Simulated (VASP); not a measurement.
Here is a VASP 6.6.1 calculation.

The input POSCAR:

```
W
1.0
    0.0000000000      2.0604500000      2.0604500000
    2.0604500000      0.0000000000      2.0604500000
    2.0604500000      2.0604500000      0.0000000000
W
1
Direct
    0.0000000000      0.0000000000      0.0000000000
```

Contents of INCAR.step1:

```
ALGO = Normal
EDIFF = 1E-4
ENCUT = 520
GGA = PE
ISMEAR = 0
LASPH = T
LCHARG = F
LREAL = F
LWAVE = T
NBANDS = 13
NELM = 60
PREC = Accurate
SIGMA = 0.15
```

File INCAR.step2:

```
ALGO = Normal
EDIFF = 1E-7
ENCUT = 520
ISIF = 2
ISMEAR = 0
ISTART = 1
LASPH = T
LCHARG = F
LMIXTAU = T
LREAL = F
LWAVE = F
METAGGA = R2SCAN
NBANDS = 13
NELM = 60
PREC = Accurate
SIGMA = 0.15
```

File KPOINTS:

```
k-points
0
Gamma
  20 20 20
```

Potentials or basis: VASP PAW PBE potentials, release 64 (W_sv).

Run with:

```console
$ cat potpaw_PBE.64/W_sv/POTCAR > POTCAR
$ cp INCAR.step1 INCAR
$ mpirun -np 1 vasp_std > vasp.out
$ cp INCAR.step2 INCAR
$ mpirun -np 1 vasp_std > vasp.out
```

(1) Estimate the pressure.

(2) Estimate the band gap on the k mesh.

## Answers

(1) -18.7 GPa.

(2) zero (band 7 reaches 12.15 eV, above the bottom of band 8 at 8.97 eV).

Caveat: the cell differs from its parent crystal (strain +0.015 along x and y, +0.015 along z); the PAW data sets were made with another functional, which shifts forces and pressure a little; spin-orbit coupling is left out, which moves the levels of the heavy elements.
